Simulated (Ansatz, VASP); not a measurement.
# Two plane-wave programs on TlPdCl3

INCAR

```
SYSTEM = TlPdCl3
  PREC = Accurate
  ENCUT = 600
  EDIFF = 1E-7
  ISMEAR = 0
  SIGMA = 0.1
  LREAL = .False.
  LASPH = .True.
  NELM = 100
  ALGO = Normal
  ISIF = 3
  LWAVE = .False.
  LCHARG = .False.
  GGA = PE
  IBRION = 2
  NSW = 90
  EDIFFG = -0.04
```

Contents of KPOINTS:

```
regular mesh
0
Gamma
  4 4 4
  0 0 0
```

The input POSCAR:

```
TlPdCl3
1.0
    4.6069915000      0.0000000000      0.0000000000
    0.0000000000      4.6069915000      0.0000000000
    0.0000000000      0.0000000000      4.6069915000
Tl Pd Cl
1 1 3
Direct
    0.5000000000      0.5000000000      0.5000000000
    0.0000000000      0.0000000000      0.0000000000
    0.0000000000      0.5000000000      0.5000000000
    0.5000000000      0.0000000000      0.5000000000
    0.5000000000      0.5000000000      0.0000000000
```

Input for Ansatz:

```yaml
crystal:
  lattice:
    - [4.6069915, 0.0, 0.0]
    - [0.0, 4.6069915, 0.0]
    - [0.0, 0.0, 4.6069915]
  atoms:
    - { symbol: Tl, position: [0.5, 0.5, 0.5] }
    - { symbol: Pd, position: [0.0, 0.0, 0.0] }
    - { symbol: Cl, position: [0.0, 0.5, 0.5] }
    - { symbol: Cl, position: [0.5, 0.0, 0.5] }
    - { symbol: Cl, position: [0.5, 0.5, 0.0] }
basis:
  ecutwfc: 420
kpoints:
  mp_grid: { grid: [4, 4, 4] }
hamiltonian:
  xc: pbe
scf:
  occupations: { method: gaussian, width: 0.1 }
  lower_state_search: "off"
output:
  forces: true
  stress: true
  eigenvalues: true
relax:
  adjacent_minimum: "off"
  f_tol: 0.04
  max_steps: 70
  cell: { stress_tol: 0.4 }
```

Alike in both runs: task relaxation of cell and atoms; functional PBE; k mesh 4 × 4 × 4; occupations gaussian, width 0.1 eV; no spin polarisation.

```csv
,VASP,Ansatz
version,VASP 6.6.1,Ansatz 0.2.0
potentials or method,"VASP PAW PBE potentials, release 64 (Tl_d, Pd, Cl), cutoff 600 eV","scalar-relativistic, plane waves, PAW"
valence electrons in the cell,44,52
```

VASP gave:

* gap on the k mesh at the Fermi level, each at its own relaxed structure (eV): none
* relaxed volume (Å³/atom): 30.71
* relaxed length of the cell vector where the two differ most in proportion (Å): 5.355

Question: Which values does Ansatz return?

Answer: gap on the k mesh at the Fermi level, each at its own relaxed structure (eV): none; relaxed volume (Å³/atom): 30.26; relaxed length of the cell vector where the two differ most in proportion (Å): 5.329.

A gap of «none» marks a metal or a gap that the smearing closes. VASP's potentials hold 44 valence electrons a cell and Ansatz's 52, so a difference there can come from the potentials and not from the codes.

Neither program's run includes spin-orbit coupling. Noted on VASP's run: the volume moved by over 15 % at a fixed basis, so the end points are rough.
